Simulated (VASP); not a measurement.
## KNd2Sb3: relaxation of cell and atoms with PBE

Crystal: KNd2Sb3.

```
K Nd Sb
1.0
     2.76677    1.59739    8.41543
    -2.76677    1.59739    8.41543
     0.00000   -3.19479    8.41543
K Nd Sb
1 2 3
Direct
  0.50000 0.50000 0.50000
  0.06277 0.06277 0.06277
  0.93723 0.93723 0.93723
  0.00000 0.00000 0.50000
  0.50000 0.00000 0.00000
  0.00000 0.50000 0.00000
```

The cell was generated, and may not be a known phase.

```json
{
 "Program": "VASP 6.6.1",
 "Task": "relaxation of cell and atoms",
 "Functional": "PBE",
 "Potentials or basis": "VASP PAW PBE potentials, release 64 (K_sv, Nd_3, Sb), 4f in core",
 "Cutoff": "500 eV",
 "k mesh": "4 × 4 × 4",
 "Occupations": "gaussian, width 0.2 eV",
 "Spin": "no spin polarisation",
 "Dipole correction": "no",
 "Further INCAR settings": "ALGO = Normal; EDIFF = 1e-07; IBRION = 2; EDIFFG = -0.08; NSW = 36; ISIF = 3"
}
```

The relaxed volume is 66.60 Å³/atom and the relaxed cell is a = 9.304 Å, b = 9.304 Å, c = 9.304 Å, α = 47.43°, β = 47.43°, γ = 47.43°. The space group after relaxing (to 0.1 Å) is R-3m (No. 166) and the energy gained by relaxing is 1053.6 meV/atom. The ionic steps are 12 and the pressure after relaxing is 0.0 GPa. The largest force after relaxing is 0.009 eV/Å and the band gap on the k mesh is zero (bands 23 and 24 overlap by 0.61 eV).

Forces in eV/Å, atoms in the order of the input:
```
K    0.000  0.000  0.000
Nd   0.000  0.000 -0.009
Nd   0.000  0.000  0.009
Sb   0.000  0.000  0.000
Sb   0.000  0.000  0.000
Sb   0.000  0.000  0.000
```

Stress tensor (GPa, compression positive):
```
-0.07  0.00  0.00
 0.00 -0.07  0.00
 0.00  0.00  0.17
```

The path:
```tsv
step	energy change (eV)	largest force (eV/Å)	pressure (GPa)	volume (Å³)
1	0.0000	0.3399	16.32	223.16
2	-5.0095	2.4411	-2.07	363.96
3	-5.1901	2.1389	-0.53	323.42
4	-5.1994	2.2056	-0.96	331.71
5	-5.7205	1.4464	-0.07	324.73
6	-5.8637	0.0088	1.86	315.28
7	-5.8844	0.4622	1.25	317.75
8	-6.0587	0.5784	0.69	337.46
9	-6.2719	0.6122	-0.61	400.08
10	-6.3054	0.2389	0.14	408.09
11	-6.3158	0.0419	-0.13	405.47
12	-6.3217	0.0091	0.01	399.62
```

Final structure:
```cif
data_structure
_symmetry_space_group_name_H-M 'P 1'
_symmetry_Int_Tables_number 1
_cell_length_a 9.3038
_cell_length_b 9.3038
_cell_length_c 9.3038
_cell_angle_alpha 47.428
_cell_angle_beta 47.428
_cell_angle_gamma 47.428
_cell_volume 399.62
loop_
_atom_site_label
_atom_site_type_symbol
_atom_site_fract_x
_atom_site_fract_y
_atom_site_fract_z
_atom_site_occupancy
K1 K 0.50000 0.50000 0.50000 1
Nd1 Nd 0.08436 0.08436 0.08436 1
Nd2 Nd 0.91564 0.91564 0.91564 1
Sb1 Sb 0.00000 0.00000 0.50000 1
Sb2 Sb 0.50000 0.00000 0.00000 1
Sb3 Sb 0.00000 0.50000 0.00000 1
```

Levels at points of the mesh, in eV from the Fermi level:
```csv
k point,band 20,band 21,band 22,band 23,band 24,band 25,band 26,band 27
"(0.00, 0.00, 0.00)",-1.51,-1.51,-0.49,0.20,0.69,0.69,0.79,0.79
"(0.50, 0.00, 0.00)",-1.57,-1.30,-1.20,-1.03,-0.02,0.55,0.65,0.66
"(0.50, 0.50, 0.00)",-1.60,-1.29,-1.21,-1.03,0.22,0.75,0.87,0.97
"(0.50, 0.50, 0.50)",-1.51,-1.51,0.33,0.58,0.76,0.76,1.23,1.23
```

Run time: 40 min on 1 thread of AMD EPYC 9R45 96-Core Processor (Zen 5), with other jobs on the host, peak memory 0.79 GiB.

Caveat: the volume moved by over 15 % at a fixed basis, so the end points are rough; spin-orbit coupling is left out, which moves the levels of the heavy elements; the 4f electrons are frozen in the core, so they carry no moment and show no levels. Spin polarisation is off, so any magnetic state and its effect on volume and gap are missing.
